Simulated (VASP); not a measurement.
Crystal: K.

```
K
1.0
     3.62341    0.00000    0.00000
    -1.81171    3.13797    0.00000
     0.00000    0.00000    5.86993
K
2
Direct
  0.33333 0.66667 0.25000
  0.66667 0.33333 0.75000
```

This isn't the form of K at room conditions, which is bcc.

```yaml
Program: VASP 6.6.1
Task: relaxation of cell and atoms
Functional: PBE
Potentials_or_basis: VASP PAW PBE potentials, release 64 (K_sv)
Cutoff: 600 eV
k_mesh: 12 × 12 × 6
Occupations: fermi-dirac, width 0.03 eV
Spin: no spin polarisation
```

At the start: pressure 12.1 GPa; volume 33.37 Å³/atom.

Task: How do energy, volume and symmetry change on relaxing?

Result: Over 12 steps the energy falls by 826.2 meV/atom and the volume is 72.99 Å³/atom (+118.7 %); space group P6_3/mmc (No. 194, to 0.1 Å) before and after.

The path:
```
step  energy change (eV)  largest force (eV/Å)  pressure (GPa)  volume (Å³)
   1              0.0000                0.0000           12.08        66.74
   2             -1.2178                0.0000            3.74        94.12
   3             -1.5739                0.0000            1.11       119.86
   4             -1.5620                0.0000           -0.62       184.62
   5             -1.6491                0.0000           -0.16       152.18
   6             -1.6522                0.0000            0.01       145.57
   7             -1.6520                0.0000           -0.04       147.58
   8             -1.6522                0.0000           -0.03       147.01
   9             -1.6523                0.0000            0.00       145.93
  10             -1.6523                0.0000            0.00       145.83
  11             -1.6523                0.0000            0.00       145.87
  12             -1.6523                0.0000            0.00       145.98
```

Final structure:
```cif
data_structure
_symmetry_space_group_name_H-M 'P 1'
_symmetry_Int_Tables_number 1
_cell_length_a 4.6905
_cell_length_b 4.6905
_cell_length_c 7.6616
_cell_angle_alpha 90.000
_cell_angle_beta 90.000
_cell_angle_gamma 120.000
_cell_volume 145.98
loop_
_atom_site_label
_atom_site_type_symbol
_atom_site_fract_x
_atom_site_fract_y
_atom_site_fract_z
_atom_site_occupancy
K1 K 0.33333 0.66667 0.25000 1
K2 K 0.66667 0.33333 0.75000 1
```

Caveat: the volume moved by over 15 % at a fixed basis, so the end points are rough.
